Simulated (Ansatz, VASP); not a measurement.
**TiO2 in VASP and in Ansatz**

The input INCAR:

```
SYSTEM = TiO2
PREC     = Accurate       ! precision mode
ENCUT    = 520            ! plane-wave cutoff, eV
EDIFF    = 1E-6           ! SCF threshold, eV
ISMEAR   = 0              ! smearing method
SIGMA    = 0.05           ! smearing width, eV
LREAL    = .False.        ! projectors in reciprocal space
LASPH    = .True.         ! aspherical terms in the spheres
NELM     = 150            ! most SCF steps
ALGO     = Normal         ! electronic algorithm
ISIF     = 2              ! what is computed and relaxed
LWAVE    = .False.        ! write WAVECAR
LCHARG   = .False.        ! write CHGCAR
LMAXMIX  = 4              ! l up to which the mixer works
LDAU     = .True.         ! DFT+U
LDAUTYPE = 2            
LDAUL    = 2 -1           ! shell
LDAUU    = 4 0            ! U, eV
LDAUJ    = 0 0          
LDAUPRINT= 1            
GGA      = PE             ! functional
NBANDS   = 33             ! bands
```

KPOINTS

```
Automatic mesh
0
Gamma
  6 6 6
  0 0 0
```

File POSCAR:

```
TiO2
1.0
    2.7556872760     -2.7557638530     -0.0205630457
    2.7556872760      2.7557638530     -0.0205630457
   -2.7183033669      0.0000000000      5.0124994207
Ti O
2 4
Direct
    0.1250069486      0.8749930514      0.2500000000
    0.8749930514      0.1250069486      0.7500000000
    0.3302226688      0.0802459441      0.6604550595
    0.6697773312      0.9197540559      0.3395449405
    0.9197540559      0.6697773312      0.8395449405
    0.0802459441      0.3302226688      0.1604550595
```

Input for Ansatz:

```yaml
crystal:
  lattice:
    - [2.755687276, -2.755763853, -0.0205630457]
    - [2.755687276, 2.755763853, -0.0205630457]
    - [-2.7183033669, 0.0, 5.0124994207]
  atoms:
    - { symbol: Ti, position: [0.1250069486, 0.8749930514, 0.25] }
    - { symbol: Ti, position: [0.8749930514, 0.1250069486, 0.75] }
    - { symbol: O, position: [0.3302226688, 0.0802459441, 0.6604550595] }
    - { symbol: O, position: [0.6697773312, 0.9197540559, 0.3395449405] }
    - { symbol: O, position: [0.9197540559, 0.6697773312, 0.8395449405] }
    - { symbol: O, position: [0.0802459441, 0.3302226688, 0.1604550595] }
basis:
  ecutwfc: 520.0
kpoints:
  mp_grid: { grid: [6, 6, 6] }
hamiltonian:
  xc: pbe
  pseudopotentials: { kind: paw, azcp: { folder: soft_1 } }
  hubbard: { sites: [{ species: Ti, l: d, u_eff: 4.0 }] }
scf:
  occupations: { method: gaussian, width: 0.05 }
output:
  forces: true
  stress: true
  eigenvalues: true
```

Alike in both runs: task single point; functional PBE; k mesh 6 × 6 × 6; occupations gaussian, width 0.05 eV; no spin polarisation; Hubbard terms Ti d U = 4.0 eV.

```csv
,VASP,Ansatz
version,VASP 6.6.1,Ansatz 0.2.0
potentials or method,"VASP PAW PBE potentials, release 64 (Ti_sv, O), cutoff 520 eV","scalar-relativistic, plane waves, PAW"
valence electrons in the cell,48,48
```

```tsv
	VASP	Ansatz	Ansatz less VASP
gap on the k mesh at the Fermi level (eV)	2.54	2.50	-0.040
least direct gap on the mesh (eV)	2.77	2.72	-0.049
pressure (GPa)	-7.6	-10.9	-3.31
traceless stress, the component that is largest in VASP (GPa)	-1.03	-0.51	+0.520
rms of the force components (eV/Å)	0.082	0.146	+0.0639
```

The programs project onto different local orbitals, so the same U acts differently, and such runs can settle in different states. Atom by atom the forces differ by 0.064 eV/Å (rms over components).
